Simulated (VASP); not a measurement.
The system is TaSi2.

```
Ta Si
1.0
     4.78000    0.00000    0.00000
    -2.39000    4.13960    0.00000
     0.00000    0.00000    6.56400
Ta Si
3 6
Cartesian
  -1.1950 2.0698 1.0940
  1.1950 2.0698 5.4700
  2.3900 0.0000 3.2820
  1.1949 0.6899 1.0940
  -1.1951 3.4497 5.4700
  2.3900 2.7599 3.2820
  1.1951 3.4497 1.0940
  3.5851 0.6899 5.4700
  0.0000 1.3797 3.2820
```

Base run:

```yaml
Program: VASP 6.6.1
Functional: r2SCAN
Potentials_or_basis: VASP PAW PBE potentials, release 64 (Ta_sv_GW, Si)
Cutoff: 550 eV
k_mesh: 5 × 5 × 3
Occupations: fermi-dirac, width 0.05 eV
Spin: no spin polarisation
Hubbard_terms: Ta d U = 2.0 eV
```

Its results: band gap on the k mesh zero (an odd number of electrons rules out a gap without spin polarisation); pressure 2.8 GPa; largest force 0.899 eV/Å.

Question: The run is repeated on the same cell with these changes: hubbard terms from Ta d U = 2.0 eV to Ta d U = 5.0 eV. What comes out?

Answer: Band gap on the k mesh zero (an odd number of electrons rules out a gap without spin polarisation); pressure 7.7 GPa; largest force 0.982 eV/Å.

Caveats: the PAW data sets were made with another functional, which shifts forces and pressure a little; spin-orbit coupling is left out, which moves the levels of the heavy elements; an odd number of electrons without spin polarisation forces a metal; a magnetic or distorted state may lie lower; U without spin polarisation on a metal has little footing; the U is typed as a test and isn't derived for this compound; the cell stands under pressure (at least some runs).
